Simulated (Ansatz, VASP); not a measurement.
**Two plane-wave programs on Ge**

```xyz
8
Lattice="4.0128 0.0000 0.0000 -2.0064 3.4752 0.0000 0.0000 0.0000 25.6485" Properties=species:S:1:pos:R:3 pbc="T T T"
Ge    0.0000    2.3168    7.5000
Ge    0.0000    0.0000    8.3191
Ge    0.0000    0.0000   10.7765
Ge    2.0064    1.1584   11.5956
Ge    2.0064    1.1584   14.0529
Ge    0.0000    2.3168   14.8720
Ge    0.0000    2.3168   17.3294
Ge    0.0000    0.0000   18.1485
```

Alike in both runs: task single point; functional PBEsol; k mesh 9 × 9 × 1; occupations gaussian, width 0.05 eV; no spin polarisation.

```csv
,VASP,Ansatz
version,VASP 6.6.1,Ansatz 0.2.0
potentials or method,"VASP PAW PBE potentials, release 64 (Ge_d), cutoff 520 eV","scalar-relativistic, plane waves, PAW"
valence electrons in the cell,112,112
```

|  | VASP | Ansatz | Ansatz less VASP |
| --- | --- | --- | --- |
| gap on the k mesh at the Fermi level (eV) | none | none | - |
| rms of the force components (eV/Å) | 0.141 | 0.137 | -0.0038 |
| work function, face that differs most (eV) | 4.75 | 4.75 | +0.002 |

VASP's potentials were made for PBE, not for PBEsol. Atom by atom the forces differ by 0.004 eV/Å (rms over components). A gap of «none» marks a metal or a gap that the smearing closes.
